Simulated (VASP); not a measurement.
A run of VASP 6.6.1 is set up as follows.

POSCAR

```
Tl
1.0
   -1.9575289571      1.9575289571      1.9575289571
    1.9575289571     -1.9575289571      1.9575289571
    1.9575289571      1.9575289571     -1.9575289571
Tl
1
Direct
    0.0000000000      0.0000000000      0.0000000000
```

File INCAR.step1:

```
SYSTEM = Tl
PREC = Accurate
ENCUT = 520
ISMEAR = 0
SIGMA = 0.05
LREAL = .FALSE.
LASPH = .TRUE.
NELM = 100
NBANDS = 12
GGA = PE
ALGO = Normal
EDIFF = 1E-4
LWAVE = .TRUE.
LCHARG = .FALSE.
```

INCAR.step2

```
SYSTEM = Tl
PREC = Accurate
ENCUT = 520
EDIFF = 1E-6
ISMEAR = 0
SIGMA = 0.05
LREAL = .FALSE.
LASPH = .TRUE.
NELM = 100
ALGO = Normal
ISIF = 2
LWAVE = .FALSE.
LCHARG = .FALSE.
METAGGA = R2SCAN
LMIXTAU = .TRUE.
NBANDS = 12
ISTART = 1
```

The input KPOINTS:

```
Automatic mesh
0
G
  14 14 14
  0 0 0
```

Potentials or basis: VASP PAW PBE potentials, release 64 (Tl_d).

Run with:

```bash
$ cat potpaw_PBE.64/Tl_d/POTCAR > POTCAR
$ cp INCAR.step1 INCAR
$ mpirun -np 1 vasp_std > vasp.out
$ cp INCAR.step2 INCAR
$ mpirun -np 1 vasp_std > vasp.out
```

Question: Predict the pressure.

Answer: 0.0 GPa.

Caveat: the PAW data sets were made with another functional, which shifts forces and pressure a little.
